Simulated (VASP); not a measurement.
# MgSi32 (a cell with a defect) in VASP: a series of runs

Runs on MgSi32 (a cell with a defect). Level: PBE. Tasks: single point.

All numbers are computed with VASP 6.6.1; they aren't measurements. Logs are shortened: lines on timing, memory, paths and dates and some standing lists are left out, and cuts for length are marked.

### Step 1. The cell of the first run

The cell holds a defect, 33 atoms: a = 9.474 Å, b = 9.474 Å, c = 9.474 Å, α = 109.47°, β = 109.47°, γ = 109.47°.

### Step 2. Single point, PBE (with an interstitial atom, then relaxed in part)

Contents of INCAR:

```
SYSTEM = MgSi32
ALGO     = Normal         ! electronic algorithm
EDIFF    = 1E-7           ! SCF threshold, eV
ENCUT    = 520            ! plane-wave cutoff, eV
GGA      = PE             ! functional
ISIF     = 2              ! what is computed and relaxed
ISMEAR   = 0              ! smearing method
LASPH    = .True.         ! aspherical terms in the spheres
LCHARG   = .True.         ! write CHGCAR
LELF     = .True.         ! ELF
LREAL    = Auto         
LVHAR    = .True.       
LWAVE    = .False.        ! write WAVECAR
NBANDS   = 87             ! bands
NELM     = 100            ! most SCF steps
PREC     = Accurate       ! precision mode
SIGMA    = 0.01           ! smearing width, eV
```

Contents of KPOINTS:

```
Automatic mesh
0
Gamma
  2 2 2
  0.5 0.5 0.5
```

Contents of POSCAR:

```
MgSi32
1.0
    5.4700937543      5.4700937543     -5.4700937543
   -5.4700937543      5.4700937543      5.4700937543
    5.4700937543     -5.4700937543      5.4700937543
Si Mg
32 1
Direct
    0.4984923203      0.7470424928      0.9992739504
    0.2511495850      0.7504079831      0.2513512729
   -0.0008990266      0.7470602696      0.4986860819
    0.4985109660      0.9990299088      0.7473424288
    0.7333793731      0.7332337833      0.7335842275
    0.2649579014      0.9990652086      0.9993477918
   -0.0008726131     -0.0009688446      0.2651310673
    0.4997352260      0.2476761365      0.4999349722
    0.7471447091     -0.0009630346      0.4987008207
    0.2511557117      0.2510340664      0.7507323454
   -0.0008989980      0.2648270688     -0.0007163294
    0.4997562052      0.4996938018      0.2479755271
    0.7505212472      0.2510311328      0.2513614559
    0.2477524846      0.4996586094      0.4999330401
   -0.0008532953      0.4984479584      0.7473633544
    0.7471477697      0.4984079084     -0.0006674904
    0.2491103405      0.4990055694      0.7493010453
   -0.0008476102      0.5123937481     -0.0006493476
    0.7491149540      0.4990150223      0.2493210160
    0.2491010549      0.7490421698      0.4993382746
    0.4858185476      0.4857545707      0.4860288778
   -0.0008368333      0.7461873463      0.7464474543
    0.7462356528      0.7461364202     -0.0006630977
    0.2519988220     -0.0009927065      0.2521975550
    0.4991376709      0.7490545585      0.2492868413
   -0.0008518222     -0.0009193914      0.5126841676
    0.7462013641     -0.0010283278      0.7463924663
    0.2520166717      0.2519587237     -0.0006428967
    0.5124988367     -0.0009355681     -0.0006587162
   -0.0008730552      0.2519340807      0.2521893404
    0.7491341013      0.2490508657      0.4993657407
    0.4991460746      0.2490301735      0.7493193368
   -0.0008471753     -0.0009223498     -0.0006499609
```

Potentials or basis: VASP PAW PBE potentials, release 64 (Si, Mg).

The run is started by

```bash
$ cat potpaw_PBE.64/Si/POTCAR potpaw_PBE.64/Mg/POTCAR > POTCAR
$ mpirun -np 1 vasp_std > vasp.out
```

OUTCAR:

```text
SYSTEM = MgSi32
   EDIFF = 1E-7
   ENCUT = 520
   GGA = PE
   ISIF = 2
   ISMEAR = 0
   LASPH = .True.
   LREAL = Auto
   NELM = 100
   PREC = Accurate

 ion  position               nearest neighbor table
   1  0.498  0.747  0.999-  29 2.35  23 2.35  25 2.36  17 2.36
   2  0.251  0.750  0.251-  18 2.35  24 2.35  20 2.36  25 2.36
   3  0.999  0.747  0.499-  26 2.35  22 2.35  20 2.36  19 2.36
   4  0.499  0.999  0.747-  29 2.35  27 2.35  32 2.36  20 2.36
   5  0.733  0.733  0.734-  21 2.35  23 2.44  22 2.44  27 2.44  33 2.52
   6  0.265  0.999  0.999-  29 2.35  24 2.44  22 2.44  28 2.44  33 2.52
   7  0.999  0.999  0.265-  26 2.35  24 2.44  23 2.44  30 2.44  33 2.52
   8  0.500  0.248  0.500-  21 2.35  24 2.35  32 2.36  31 2.36
   9  0.747  0.999  0.499-  26 2.35  27 2.35  31 2.36  25 2.36
  10  0.251  0.251  0.751-  26 2.35  28 2.35  32 2.36  17 2.36
  11  0.999  0.265  0.999-  18 2.35  28 2.44  30 2.44  27 2.44  33 2.52
  12  0.500  0.500  0.248-  21 2.35  28 2.35  25 2.36  19 2.36
  13  0.751  0.251  0.251-  29 2.35  30 2.35  31 2.36  19 2.36
  14  0.248  0.500  0.500-  21 2.35  30 2.35  20 2.36  17 2.36
  15  0.999  0.498  0.747-  18 2.35  22 2.35  17 2.36  31 2.36
  16  0.747  0.498  0.999-  18 2.35  23 2.35  19 2.36  32 2.36
  17  0.249  0.499  0.749-   1 2.36  10 2.36  15 2.36  14 2.36
  18  0.999  0.512  0.999-  11 2.35  15 2.35  16 2.35   2 2.35
  19  0.749  0.499  0.249-  16 2.36   3 2.36  13 2.36  12 2.36
  20  0.249  0.749  0.499-   3 2.36   2 2.36  14 2.36   4 2.36
  21  0.486  0.486  0.486-   5 2.35  14 2.35  12 2.35   8 2.35
  22  0.999  0.746  0.746-   3 2.35  15 2.35   5 2.44   6 2.44  33 2.77
  23  0.746  0.746  0.999-   1 2.35  16 2.35   5 2.44   7 2.44  33 2.77
  24  0.252  0.999  0.252-   2 2.35   8 2.35   6 2.44   7 2.44  33 2.77
  25  0.499  0.749  0.249-   1 2.36   2 2.36  12 2.36   9 2.36
  26  0.999  0.999  0.513-   7 2.35   9 2.35  10 2.35   3 2.35
  27  0.746  0.999  0.746-   4 2.35   9 2.35   5 2.44  11 2.44  33 2.77
  28  0.252  0.252  0.999-  10 2.35  12 2.35  11 2.44   6 2.44  33 2.77
  29  0.512  0.999  0.999-   6 2.35   4 2.35   1 2.35  13 2.35
  30  0.999  0.252  0.252-  13 2.35  14 2.35  11 2.44   7 2.44  33 2.77
  31  0.749  0.249  0.499-  13 2.36   9 2.36   8 2.36  15 2.36
  32  0.499  0.249  0.749-   8 2.36  10 2.36   4 2.36  16 2.36
  33  0.999  0.999  0.999-  11 2.52   5 2.52   7 2.52   6 2.52  30 2.77  28 2.77  24 2.77  27 2.77
                            22 2.77  23 2.77

  LATTYP: Found a body centered cubic cell.
 ALAT       =    10.9401875086

  Lattice vectors:

 A1 = (   5.4700937543,   5.4700937543,  -5.4700937543)
 A2 = (  -5.4700937543,   5.4700937543,   5.4700937543)
 A3 = (   5.4700937543,  -5.4700937543,   5.4700937543)

Analysis of symmetry for initial positions (statically):
=====================================================================
 Subroutine PRICEL returns:
 Original cell was already a primitive cell.

 Routine SETGRP: Setting up the symmetry group for a
 body centered cubic supercell.

 Subroutine GETGRP returns: Found  1 space group operations
 (whereof  1 operations were pure point group operations)
 out of a pool of 48 trial point group operations.

The static configuration has the point symmetry C_1 .

Analysis of symmetry for dynamics (positions and initial velocities):
=====================================================================
 Subroutine PRICEL returns:
 Original cell was already a primitive cell.

 Routine SETGRP: Setting up the symmetry group for a
 body centered cubic supercell.

 Subroutine GETGRP returns: Found  1 space group operations
 (whereof  1 operations were pure point group operations)
 out of a pool of 48 trial point group operations.

The dynamic configuration has the point symmetry C_1 .

 Subroutine INISYM returns: Found  1 space group operations
 (whereof  1 operations are pure point group operations),
 and found     1 'primitive' translations

----------------------------------------------------------------------------------------

                                     Primitive cell

  volume of cell :     654.7030

  direct lattice vectors                    reciprocal lattice vectors
     5.470093754  5.470093754 -5.470093754     0.091406112  0.091406112  0.000000000
    -5.470093754  5.470093754  5.470093754     0.000000000  0.091406112  0.091406112
     5.470093754 -5.470093754  5.470093754     0.091406112  0.000000000  0.091406112

  length of vectors
     9.474480305  9.474480305  9.474480305     0.129267763  0.129267763  0.129267763

  position of ions in fractional coordinates (direct lattice)
     0.498492320  0.747042493  0.999273950
     0.251149585  0.750407983  0.251351273
     0.999100973  0.747060270  0.498686082
     0.498510966  0.999029909  0.747342429
     0.733379373  0.733233783  0.733584228
     0.264957901  0.999065209  0.999347792
[... 25 lines left out ...]
     0.499146075  0.249030174  0.749319337
     0.999152825  0.999077650  0.999350039

  ion indices of the primitive-cell ions
   primitive index   ion index
                 1           1
                 2           2
                 3           3
                 4           4
                 5           5
                 6           6
[... 25 lines left out ...]
                32          32
                33          33

----------------------------------------------------------------------------------------

 KPOINTS: Automatic mesh

Automatic generation of k-mesh.
 Grid dimensions read from file:
 generate k-points for:    2    2    2

 Generating k-lattice:

  Cartesian coordinates                     Fractional coordinates (reciprocal lattice)
     0.045703056  0.045703056  0.000000000     0.500000000  0.000000000  0.000000000
     0.000000000  0.045703056  0.045703056     0.000000000  0.500000000  0.000000000
     0.045703056  0.000000000  0.045703056     0.000000000  0.000000000  0.500000000

  Length of vectors
     0.064633881  0.064633881  0.064633881

  Shift w.r.t. Gamma in fractional coordinates (k-lattice)
     0.500000000  0.500000000  0.500000000

 Subroutine IBZKPT returns following result:
 ===========================================

 Found      4 irreducible k-points:

 Following reciprocal coordinates:
            Coordinates               Weight
  0.250000  0.250000  0.250000      2.000000
 -0.250000  0.250000  0.250000      2.000000
  0.250000 -0.250000  0.250000      2.000000
  0.250000  0.250000 -0.250000      2.000000
   k-points           NKPTS =      4   k-points in BZ     NKDIM =      4   number of bands    NBANDS=     87
   number of dos      NEDOS =    301   number of ions     NIONS =     33
   total plane-waves  NPLWV = 343000
   dimension x,y,z NGX =    70 NGY =   70 NGZ =   70
   dimension x,y,z NGXF=   140 NGYF=  140 NGZF=  140
   ions per type =              32   1
   NGX,Y,Z   is equivalent  to a cutoff of  12.28, 12.28, 12.28 a.u.
   NGXF,Y,Z  is equivalent  to a cutoff of  24.57, 24.57, 24.57 a.u.
 SYSTEM =  MgSi32
   PREC   = accura    normal or accurate (medium, high low for compatibility)
   ISTART =      0    job   : 0-new  1-cont  2-samecut
   ICHARG =      2    charge: 1-file 2-atom 10-const
   ISPIN  =      1    spin polarized calculation?
   LNONCOLLINEAR =      F non collinear calculations
   LSORBIT =      F    spin-orbit coupling
   LASPH  =      T    aspherical Exc in radial PAW
   ENCUT  =  520.0 eV  38.22 Ry    6.18 a.u.  17.62 17.62 17.62*2*pi/ulx,y,z
   NELM   =    100;   NELMIN=  2; NELMDL= -5     # of ELM steps
   EDIFF  = 0.1E-06   stopping-criterion for ELM
   LREAL  =      T    real-space projection
   EDIFFG = 0.1E-05   stopping-criterion for IOM
   NSW    =      0    number of steps for IOM
   IBRION =     -1    ionic relax: 0-MD 1-quasi-New 2-CG
   NFREE  =      0    steps in history (QN), initial steepest desc. (CG)
   ISIF   =      2    stress and relaxation
   ISYM   =      2    0-nonsym 1-usesym 2-fastsym
   POTIM  = 0.5000    time-step for ionic-motion
   TEBEG  =    0.0;   TEEND  =   0.0 temperature during run
   PSTRESS=    0.0 pullay stress
   NELECT =     130.0000    total number of electrons
   NUPDOWN=      -1.0000    fix difference up-down
   EMIN   =  10.00;   EMAX   =-10.00  energy-range for DOS
   EFERMI =   0.00;   METHOD = LEGACY
   ISMEAR =     0;   SIGMA  =   0.01  broadening in eV -4-tet -1-fermi 0-gaus
   EFERMI_NEDOS =   21; number of points for ismear=-14 and -15
   IALGO  =     38    algorithm
   IMIX   =      4    mixing-type and parameters
     AMIX     =   0.40;   BMIX     =  1.00
     AMIX_MAG =   1.60;   BMIX_MAG =  1.00
  volume/ion in A,a.u.               =      19.84       133.88
  Fermi-wavevector in a.u.,A,eV,Ry     =   0.955083  1.804845 12.411014  0.912184
  Thomas-Fermi vector in A             =   2.083889
   LORBIT       =      0    0 simple, 1 ext, 2 COOP (PROOUT), +10 PAW based schemes
   GGA     = PE    functional components
   LHFCALC =     F    Hartree Fock is set to
   AEXX    =    0.0000 exact exchange contribution
   IVDW    =     0    specifies the selected vdW correction
   LEPSILON=     F    determine dielectric tensor
   LRPA    =     F    only Hartree local field effects (RPA)
 non-spin polarized calculation
 Gauss-broadening in eV      SIGMA  =   0.01
  energy-cutoff  :      520.00
  volume of cell :      654.70
 maximum number of plane-waves:     17628
 NGX is ok and might be reduce to    70
   NGX = 35   NGY = 35   NGZ = 35

 number of electron     130.0000004 magnetization

 Free energy of the ion-electron system (eV)
  ---------------------------------------------------
  ext. energy  EPLUGINS =         0.00000000
  ---------------------------------------------------
  free energy    TOTEN  =      -173.09411594 eV

  energy without entropy =     -173.09411594  energy(sigma->0) =     -173.09411594

 E-fermi :   6.8042     XC(G=0):  -9.4480

 val. band max:        6.7496993416   @ k =   0.2500   0.2500   0.2500
 cond. band min:       7.0461712719   @ k =   0.2500   0.2500   0.2500
 fundamental gap:      0.2964719303
 Fermi energy:         6.8041968786

 k-point     1 :       0.2500    0.2500    0.2500
  band No.  band energies     occupation
      1      -5.4803      2.00000
      2      -5.3016      2.00000
      3      -5.3015      2.00000
      4      -5.3014      2.00000
      5      -3.5681      2.00000
      6      -3.5164      2.00000
[... 309 lines left out ...]
     76       8.0330      0.00000
     77       8.1047      0.00000
 [bands above 77 left out]

------------------------ aborting loop because EDIFF is reached ----------------------------------------

  FORCE on cell =-STRESS in cart. coord.  units (eV):
  Direction    XX          YY          ZZ          XY          YZ          ZX
  --------------------------------------------------------------------------------------
  -------------------------------------------------------------------------------------
  Total        5.5099043      5.5142324      5.5109452      0.0043482     -0.0003885      0.0007707
  in kB       13.4837389     13.4943306     13.4862863      0.0106409     -0.0009507      0.0018860
  external PRESSURE =      13.4881186 kB  Pullay stress =       0.0000000 kB

 VOLUME and BASIS-vectors are now :
 -----------------------------------------------------------------------------
  energy-cutoff  :      520.00
  volume of cell :      654.70
      direct lattice vectors                 reciprocal lattice vectors
     5.470093754  5.470093754 -5.470093754     0.091406112  0.091406112  0.000000000
    -5.470093754  5.470093754  5.470093754     0.000000000  0.091406112  0.091406112
     5.470093754 -5.470093754  5.470093754     0.091406112  0.000000000  0.091406112

 POSITION                                       TOTAL-FORCE (eV/Angst)
 -----------------------------------------------------------------------------------
      4.10653      1.34707      6.82571         0.000344      0.000737      0.001194
     -1.35608      4.10370      4.10591        -0.004119      0.001081      0.000058
      4.10655      6.82381      1.34917        -0.000096      0.000453      0.001985
      1.35015      4.10366      6.82592         0.001050      0.000565      0.000517
      4.01357      4.00974      4.01198        -0.003174     -0.000690     -0.001656
      1.45089      1.44780      9.48216        -0.000122      0.000050      0.001183
[... 25 lines left out ...]
      5.46700     -0.00625      2.73069        -0.000907     -0.000485      0.000064
      5.46695      5.46397      5.46613         0.000304     -0.000884     -0.000758
 -----------------------------------------------------------------------------------
    total drift:                               -0.001930     -0.005847      0.000643

  FREE ENERGIE OF THE ION-ELECTRON SYSTEM (eV)
  ---------------------------------------------------
  free  energy   TOTEN  =      -173.0941159352 eV

  energy  without entropy=     -173.0941159352  energy(sigma->0) =     -173.09411594
```

It took 5 min on 1 thread of Intel Xeon Platinum 8488C (Sapphire Rapids), shared host; peak memory 0.71 GiB.

Results:

- Free energy: -173.0941 eV
- Pressure: 1.3 GPa
- Largest force: 0.004 eV/Å
- Band gap on the k mesh: 0.30 eV

Forces on the atoms (eV/Å):
```
Si   0.000  0.001  0.001
Si  -0.004  0.001  0.000
Si   0.000  0.000  0.002
Si   0.001  0.001  0.001
Si  -0.003 -0.001 -0.002
Si   0.000  0.000  0.001
Si   0.000  0.002  0.000
Si  -0.002  0.000  0.000
Si   0.001  0.000  0.000
Si  -0.001 -0.002  0.000
Si   0.000  0.000  0.001
Si   0.001 -0.001  0.000
Si  -0.001  0.001 -0.002
Si   0.000  0.000  0.000
Si   0.000  0.000  0.002
Si   0.001  0.002  0.000
Si   0.000 -0.001  0.000
Si   0.000  0.002  0.001
Si  -0.001 -0.001  0.000
Si   0.001  0.000 -0.001
Si   0.003 -0.001  0.001
Si   0.001  0.000 -0.001
Si   0.001  0.001  0.000
Si   0.000  0.000  0.000
Si   0.001 -0.001  0.000
Si   0.001  0.000  0.000
Si   0.001  0.001  0.000
Si   0.000 -0.002 -0.002
Si   0.001  0.001  0.001
Si   0.000 -0.002 -0.001
Si  -0.001  0.000 -0.001
Si  -0.001  0.000  0.000
Mg   0.000 -0.001 -0.001
```

Levels at points of the mesh, in eV from the valence-band top:
```
           k point  band 63  band 64  band 65  band 66  band 67  band 68
(0.25, 0.25, 0.25)    -1.72    -1.72     0.00     0.30     0.30     0.30
```

Caveat: the cell differs from its parent crystal (with an interstitial atom, then relaxed in part).

### Step 3. Single point, PBE (with an interstitial atom, then relaxed in part)

Contents of INCAR:

```
SYSTEM = MgSi32
PREC = Accurate ; ENCUT = 520
EDIFF = 1E-7 ; ISMEAR = 0
SIGMA = 0.01 ; LREAL = Auto
LASPH = .TRUE. ; NELM = 100
ALGO = Normal ; ISIF = 2
LWAVE = .FALSE. ; LCHARG = .FALSE.
GGA = PE ; NBANDS = 87
NELECT = 128.0
```

KPOINTS is that of step 2.

Contents of POSCAR:

```
MgSi32
1.0
    5.4700937543      5.4700937543     -5.4700937543
   -5.4700937543      5.4700937543      5.4700937543
    5.4700937543     -5.4700937543      5.4700937543
Si Mg
32 1
Direct
    0.4969277054      0.7465523114      0.9989148594
    0.2505713568      0.7486998370      0.2509070833
   -0.0014076619      0.7465243844      0.4972525923
    0.4969537545      0.9984814047      0.7469971692
    0.7334596383      0.7332650895      0.7337771459
    0.2637659743      0.9984585696      0.9989359575
   -0.0013631383     -0.0015058151      0.2641172504
    0.5002739128      0.2481657495      0.5005752734
    0.7466526856     -0.0015583229      0.4972228954
    0.2505974404      0.2504252961      0.7491900183
   -0.0014079255      0.2636473734     -0.0011193233
    0.5002899033      0.5001410409      0.2486462976
    0.7489042836      0.2504402544      0.2509127866
    0.2483714242      0.5001715840      0.5006305157
   -0.0013856411      0.4967770293      0.7469805737
    0.7466481146      0.4968015465     -0.0010629112
    0.2486235217      0.4984701919      0.7489347434
   -0.0014039937      0.5101169194     -0.0010712998
    0.7486153064      0.4984710813      0.2489367770
    0.2486127043      0.7484816879      0.4989714379
    0.4869888243      0.4868215887      0.4872890810
   -0.0013805585      0.7445037148      0.7449805220
    0.7446477448      0.7445303562     -0.0010433020
    0.2525602501     -0.0015925200      0.2528716656
    0.4986063612      0.7484490289      0.2488951225
   -0.0013745278     -0.0015105471      0.5105655913
    0.7446406943     -0.0015741270      0.7449387013
    0.2525726239      0.2524323701     -0.0010898592
    0.5102517541     -0.0014770532     -0.0010438338
   -0.0013633979      0.2524724452      0.2528969827
    0.7486135257      0.2484536669      0.4989428880
    0.4986373283      0.2484690992      0.7489096505
   -0.0014005300     -0.0014862680     -0.0010548712
```

Potentials or basis: VASP PAW PBE potentials, release 64 (Si, Mg).

The run is started by

```bash
$ cat potpaw_PBE.64/Si/POTCAR potpaw_PBE.64/Mg/POTCAR > POTCAR
$ mpirun -np 1 vasp_std > vasp.out
```

Run time: 7.5 min. Hardware: 1 thread of AMD EPYC 7R43 (Zen 3), shared host; peak memory 0.69 GiB.

It converged, with:

- Free energy: -185.8947 eV
- Largest force: 0.007 eV/Å

Forces on the atoms (eV/Å):
```
Si   0.002  0.000  0.000
Si  -0.004  0.003  0.001
Si   0.003  0.001  0.002
Si   0.002  0.002 -0.001
Si   0.001  0.003  0.003
Si  -0.004  0.000  0.005
Si  -0.002  0.004 -0.002
Si  -0.001  0.000 -0.001
Si   0.002  0.000  0.002
Si   0.001 -0.003  0.002
Si   0.006 -0.002 -0.003
Si   0.000 -0.002  0.000
Si   0.001  0.002 -0.003
Si   0.000 -0.001 -0.002
Si  -0.001  0.003  0.002
Si   0.000  0.002  0.001
Si   0.000 -0.001 -0.001
Si   0.003  0.000 -0.001
Si   0.001 -0.002 -0.001
Si  -0.001  0.001  0.000
Si   0.000  0.002  0.001
Si  -0.001 -0.001 -0.006
Si   0.000 -0.005 -0.001
Si   0.003 -0.001  0.001
Si   0.000 -0.001  0.001
Si   0.000  0.001  0.000
Si  -0.005 -0.002 -0.001
Si  -0.001  0.001 -0.001
Si   0.000  0.000  0.001
Si  -0.002 -0.002  0.002
Si  -0.001  0.001  0.000
Si   0.000 -0.002  0.001
Mg   0.001  0.000 -0.001
```

Levels at points of the mesh, in eV from the Fermi level:
```csv
k point,band 60,band 61,band 62,band 63,band 64,band 65,band 66,band 67,band 68,band 69
"(0.25, 0.25, 0.25)",-0.15,-0.15,-0.06,-0.06,-0.06,1.64,1.97,1.97,1.97,2.08
```

Caveat: the cell carries a net charge on a neutralising background, which shifts energy and pressure; the cell differs from its parent crystal (with an interstitial atom, then relaxed in part); the cell is charged against a uniform background, so pressure and absolute levels hang on convention.
